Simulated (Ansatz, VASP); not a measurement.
## One calculation of Cu, two programs

```
Cu
1.0
     0.00000    1.81471    1.81471
     1.81471    0.00000    1.81471
     1.81471    1.81471    0.00000
Cu
1
Cartesian
  0.0000 0.0000 0.0000
```

Alike in both runs: functional PBE; k mesh 16 × 16 × 16; occupations gaussian, width 0.1 eV; no spin polarisation.

Ansatz relaxed the structure, and its values are those at the end. VASP's run is a single point on that final structure, the one shown.

```csv
,VASP,Ansatz
version,VASP 6.6.1,Ansatz 0.2.0
potentials or method,"VASP PAW PBE potentials, release 64 (Cu), cutoff 520 eV","scalar-relativistic, plane waves, PAW"
valence electrons in the cell,11,19
```

|  | VASP | Ansatz | Ansatz less VASP |
| --- | --- | --- | --- |
| gap on the k mesh at the Fermi level (eV) | none | none | - |
| pressure (GPa) | 0.6 | 0.0 | -0.64 |

A gap of «none» marks a metal or a gap that the smearing closes. The functional is the same, so the differences come from potentials, cutoffs and numerics. VASP's potentials hold 11 valence electrons a cell and Ansatz's 19, so a difference there can come from the potentials and not from the codes.
